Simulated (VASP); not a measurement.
Mg, 1 atom in the cell. Symmetry: Im-3m, No. 229, cubic system. The conventional cell has a = 3.201 Å, b = 3.201 Å, c = 3.201 Å, α = 90.00°, β = 90.00°, γ = 90.00°. Within 3.7 Å of Mg (site symmetry m-3m) lie 14 Mg at 2.77 to 3.20 Å.  This cell differs from its parent crystal: volume scaled by 0.76.

```yaml
Program: VASP 6.6.1
Task: single point
Functional: LDA
Potentials_or_basis: VASP PAW LDA potentials, release 64 (Mg)
Cutoff: 520 eV
k_mesh: 15 × 15 × 15
Occupations: fermi-dirac, width 0.08 eV
Spin: no spin polarisation
Dipole_correction: no
Further_INCAR_settings: ALGO = Normal; EDIFF = 1e-06; NBANDS = 7
```

Potentials or basis: VASP PAW LDA potentials, release 64 (Mg).

Command:

```bash
$ cat potpaw_LDA.64/Mg/POTCAR > POTCAR
$ mpirun -np 1 vasp_std > vasp.out
```

Hardware: 1 thread of Intel(R) Xeon(R) 6975P-C (Granite Rapids), on a shared host.

Q: Estimate the wall time of this run.

A: It took 3.9 s on 1 thread of Intel(R) Xeon(R) 6975P-C (Granite Rapids) (shared host), peak memory 0.12 GiB. Counts: scf iterations 10, k points 120.
